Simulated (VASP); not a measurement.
# C (Fd-3m) in VASP: a series of runs, part 2 of 2

VASP 6.6.1.

### 3 Single point, r2SCAN

The input, POSCAR:

```
C
1.0
    0.0000000000      1.7833800000      1.7833800000
    1.7833800000      0.0000000000      1.7833800000
    1.7833800000      1.7833800000      0.0000000000
C
2
Direct
    0.5000000000      0.5000000000      0.5000000000
    0.7500000000      0.7500000000      0.7500000000
```

The input, INCAR.step1:

```
PREC = Accurate
ENCUT = 520
ISMEAR = -1
SIGMA = 0.001
LREAL = False
LASPH = True
NELM = 60
NBANDS = 11
GGA = PE
ALGO = Normal
EDIFF = 1E-4
LWAVE = True
LCHARG = False
```

The input, INCAR.step2:

```
PREC = Accurate
ENCUT = 520
EDIFF = 1E-7
ISMEAR = -1
SIGMA = 0.001
LREAL = False
LASPH = True
NELM = 60
ALGO = Normal
ISIF = 2
LWAVE = False
LCHARG = False
METAGGA = R2SCAN
LMIXTAU = True
NBANDS = 11
ISTART = 1
```

The input, KPOINTS:

```
Automatic mesh
0
Gamma
  12 12 12
```

Potentials or basis: VASP PAW PBE potentials, release 64 (C).

Started as:

```bash
$ cat potpaw_PBE.64/C/POTCAR > POTCAR
$ cp INCAR.step1 INCAR
$ mpirun -np 1 vasp_std > vasp.out
$ cp INCAR.step2 INCAR
$ mpirun -np 1 vasp_std > vasp.out
```

OUTCAR:

```text
PREC = Accurate
   ENCUT = 520
   EDIFF = 1E-7
   ISMEAR = -1
   LREAL = False
   LASPH = True
   NELM = 60
   ISIF = 2
   METAGGA = R2SCAN
   ISTART = 1

 ion  position               nearest neighbor table
   1  0.500  0.500  0.500-   2 1.54   2 1.54   2 1.54   2 1.54
   2  0.750  0.750  0.750-   1 1.54   1 1.54   1 1.54   1 1.54

  LATTYP: Found a face centered cubic cell.
 ALAT       =     3.5667600000

  Lattice vectors:

 A1 = (   0.0000000000,   1.7833800000,   1.7833800000)
 A2 = (   1.7833800000,   0.0000000000,   1.7833800000)
 A3 = (   1.7833800000,   1.7833800000,   0.0000000000)

Analysis of symmetry for initial positions (statically):
=====================================================================
 Subroutine PRICEL returns:
 Original cell was already a primitive cell.

 Routine SETGRP: Setting up the symmetry group for a
 face centered cubic supercell.

 Subroutine GETGRP returns: Found 48 space group operations
 (whereof 24 operations were pure point group operations)
 out of a pool of 48 trial point group operations.

The static configuration has the point symmetry T_d .
 The point group associated with its full space group is O_h .

Analysis of symmetry for dynamics (positions and initial velocities):
=====================================================================
 Subroutine PRICEL returns:
 Original cell was already a primitive cell.

 Routine SETGRP: Setting up the symmetry group for a
 face centered cubic supercell.

 Subroutine GETGRP returns: Found 48 space group operations
 (whereof 24 operations were pure point group operations)
 out of a pool of 48 trial point group operations.

The dynamic configuration has the point symmetry T_d .
 The point group associated with its full space group is O_h .

 Subroutine INISYM returns: Found 48 space group operations
 (whereof 24 operations are pure point group operations),
 and found     1 'primitive' translations

----------------------------------------------------------------------------------------

                                     Primitive cell

  volume of cell :      11.3439

  direct lattice vectors                    reciprocal lattice vectors
     0.000000000  1.783380000  1.783380000    -0.280366495  0.280366495  0.280366495
     1.783380000  0.000000000  1.783380000     0.280366495 -0.280366495  0.280366495
     1.783380000  1.783380000  0.000000000     0.280366495  0.280366495 -0.280366495

  length of vectors
     2.522080183  2.522080183  2.522080183     0.485609014  0.485609014  0.485609014

  position of ions in fractional coordinates (direct lattice)
     0.500000000  0.500000000  0.500000000
     0.750000000  0.750000000  0.750000000

  ion indices of the primitive-cell ions
   primitive index   ion index
                 1           1
                 2           2

----------------------------------------------------------------------------------------

 KPOINTS: Automatic mesh

Automatic generation of k-mesh.
 Grid dimensions read from file:
 generate k-points for:   12   12   12

 Generating k-lattice:

  Cartesian coordinates                     Fractional coordinates (reciprocal lattice)
    -0.023363875  0.023363875  0.023363875     0.083333333  0.000000000  0.000000000
     0.023363875 -0.023363875  0.023363875     0.000000000  0.083333333  0.000000000
     0.023363875  0.023363875 -0.023363875     0.000000000  0.000000000  0.083333333

  Length of vectors
     0.040467418  0.040467418  0.040467418

  Shift w.r.t. Gamma in fractional coordinates (k-lattice)
     0.000000000  0.000000000  0.000000000

 Subroutine IBZKPT returns following result:
 ===========================================

 Found     72 irreducible k-points:

 Following reciprocal coordinates:
            Coordinates               Weight
  0.000000  0.000000  0.000000      1.000000
  0.083333  0.000000  0.000000      8.000000
  0.166667  0.000000  0.000000      8.000000
  0.250000  0.000000  0.000000      8.000000
  0.333333  0.000000  0.000000      8.000000
  0.416667  0.000000  0.000000      8.000000
[... 16 lines left out ...]
  0.500000  0.166667  0.000000     24.000000
 -0.416667  0.166667  0.000000     24.000000
 [... further k-points ...]
   k-points           NKPTS =     72   k-points in BZ     NKDIM =     72   number of bands    NBANDS=     11
   number of dos      NEDOS =    301   number of ions     NIONS =      2
   total plane-waves  NPLWV =   8000
   dimension x,y,z NGX =    20 NGY =   20 NGZ =   20
   dimension x,y,z NGXF=    40 NGYF=   40 NGZF=   40
   ions per type =               2
   NGX,Y,Z   is equivalent  to a cutoff of  13.18, 13.18, 13.18 a.u.
   NGXF,Y,Z  is equivalent  to a cutoff of  26.37, 26.37, 26.37 a.u.
 SYSTEM =  unknown system
   PREC   = accura    normal or accurate (medium, high low for compatibility)
   ISTART =      1    job   : 0-new  1-cont  2-samecut
   ICHARG =      0    charge: 1-file 2-atom 10-const
   ISPIN  =      1    spin polarized calculation?
   LNONCOLLINEAR =      F non collinear calculations
   LSORBIT =      F    spin-orbit coupling
   LASPH  =      T    aspherical Exc in radial PAW
   ENCUT  =  520.0 eV  38.22 Ry    6.18 a.u.   4.69  4.69  4.69*2*pi/ulx,y,z
   NELM   =     60;   NELMIN=  2; NELMDL=  0     # of ELM steps
   EDIFF  = 0.1E-06   stopping-criterion for ELM
   LREAL  =      F    real-space projection
   EDIFFG = 0.1E-05   stopping-criterion for IOM
   NSW    =      0    number of steps for IOM
   IBRION =     -1    ionic relax: 0-MD 1-quasi-New 2-CG
   NFREE  =      0    steps in history (QN), initial steepest desc. (CG)
   ISIF   =      2    stress and relaxation
   ISYM   =      2    0-nonsym 1-usesym 2-fastsym
   POTIM  = 0.5000    time-step for ionic-motion
   TEBEG  =    0.0;   TEEND  =   0.0 temperature during run
   PSTRESS=    0.0 pullay stress
   NELECT =       8.0000    total number of electrons
   NUPDOWN=      -1.0000    fix difference up-down
   EMIN   =  10.00;   EMAX   =-10.00  energy-range for DOS
   EFERMI =   0.00;   METHOD = LEGACY
   ISMEAR =    -1;   SIGMA  =   0.00  broadening in eV -4-tet -1-fermi 0-gaus
   EFERMI_NEDOS =   21; number of points for ismear=-14 and -15
   IALGO  =     38    algorithm
   IMIX   =      4    mixing-type and parameters
     AMIX     =   0.40;   BMIX     =  1.00
     AMIX_MAG =   1.60;   BMIX_MAG =  1.00
  volume/ion in A,a.u.               =       5.67        38.28
  Fermi-wavevector in a.u.,A,eV,Ry     =   1.457195  2.753699 28.890837  2.123417
  Thomas-Fermi vector in A             =   2.574025
   LORBIT       =      0    0 simple, 1 ext, 2 COOP (PROOUT), +10 PAW based schemes
   METAGGA = R2SCAN    functional components
   LHFCALC =     F    Hartree Fock is set to
   AEXX    =    0.0000 exact exchange contribution
   IVDW    =     0    specifies the selected vdW correction
   LEPSILON=     F    determine dielectric tensor
   LRPA    =     F    only Hartree local field effects (RPA)
 non-spin polarized calculation
  energy-cutoff  :      520.00
  volume of cell :       11.34
 maximum number of plane-waves:       316
   NGX =  9   NGY =  9   NGZ =  9

 number of electron       7.9999999 magnetization

 Free energy of the ion-electron system (eV)
  ---------------------------------------------------
  ext. energy  EPLUGINS =         0.00000000
  ---------------------------------------------------
  free energy    TOTEN  =       -19.65728002 eV

  energy without entropy =      -19.65728002  energy(sigma->0) =      -19.65728002

 E-fermi :   9.8893     XC(G=0): -14.2579

 val. band max:        9.7126636316   @ k =   0.0000   0.0000   0.0000
 cond. band min:      14.0550454036   @ k =   0.3333   0.3333   0.0000
 fundamental gap:      4.3423817720
 Fermi energy:         9.8892567735

 k-point     1 :       0.0000    0.0000    0.0000
  band No.  band energies     occupation
      1     -12.9826      2.00000
      2       9.7127      2.00000
      3       9.7127      2.00000
      4       9.7127      2.00000
      5      15.5481      0.00000
      6      15.5481      0.00000
      7      15.5481      0.00000
      8      23.5303      0.00000
      9      30.1060      0.00000
     10      37.1005      0.00000
     11      37.1005      0.00000
[... 309 lines left out ...]
 k-point    24 :      -0.4167    0.1667    0.0000
  band No.  band energies     occupation
      1      -6.5869      2.00000
      2      -3.4791      2.00000
      3       3.8961      2.00000
      4       5.9058      2.00000
      5      17.6150      0.00000
      6      20.4767      0.00000
      7      21.4277      0.00000
      8      26.0990      0.00000
      9      30.2720      0.00000
     10      34.9827      0.00000
     11      35.7125      0.00000

 [... further k-points ...]
[... 5 lines left out ...]
  --------------------------------------------------------------------------------------
  -------------------------------------------------------------------------------------
  Total       -0.0947293     -0.0947293     -0.0947293      0.0000000      0.0000000      0.0000000
  in kB      -13.3792942    -13.3792942    -13.3792942      0.0000000      0.0000000      0.0000000
  external PRESSURE =     -13.3792942 kB  Pullay stress =       0.0000000 kB

 VOLUME and BASIS-vectors are now :
 -----------------------------------------------------------------------------
  energy-cutoff  :      520.00
  volume of cell :       11.34
      direct lattice vectors                 reciprocal lattice vectors
     0.000000000  1.783380000  1.783380000    -0.280366495  0.280366495  0.280366495
     1.783380000  0.000000000  1.783380000     0.280366495 -0.280366495  0.280366495
     1.783380000  1.783380000  0.000000000     0.280366495  0.280366495 -0.280366495

 POSITION                                       TOTAL-FORCE (eV/Angst)
 -----------------------------------------------------------------------------------
      1.78338      1.78338      1.78338         0.000000      0.000000      0.000000
      2.67507      2.67507      2.67507        -0.000000     -0.000000     -0.000000
 -----------------------------------------------------------------------------------
    total drift:                                0.000000     -0.000000      0.000000

  FREE ENERGIE OF THE ION-ELECTRON SYSTEM (eV)
  ---------------------------------------------------
  free  energy   TOTEN  =       -19.6572800200 eV

  energy  without entropy=      -19.6572800200  energy(sigma->0) =      -19.65728002
```

OUTCAR.step1:

```text
PREC = Accurate
   ENCUT = 520
   ISMEAR = -1
   LREAL = False
   LASPH = True
[... 558 lines left out ...]
      1.78338      1.78338      1.78338         0.000000      0.000000      0.000000
      2.67507      2.67507      2.67507        -0.000000     -0.000000     -0.000000
 -----------------------------------------------------------------------------------
    total drift:                                0.000000     -0.000000      0.000000

  FREE ENERGIE OF THE ION-ELECTRON SYSTEM (eV)
  ---------------------------------------------------
  free  energy   TOTEN  =       -18.1852264533 eV

  energy  without entropy=      -18.1852264533  energy(sigma->0) =      -18.18522645
```

Wall time 39 s (1 thread of AMD EPYC 7R43 (Zen 3), shared host); peak memory 0.08 GiB.

What came out:

```yaml
Free_energy: -19.6573 eV
Pressure: -1.3 GPa
Band_gap_on_the_k_mesh: 4.34 eV, indirect (least direct gap 5.84 eV)
```

Caveat: the PAW data sets were made with another functional, which shifts forces and pressure a little. r2SCAN opens gaps a little over a GGA but as a rule still falls short of measured ones.
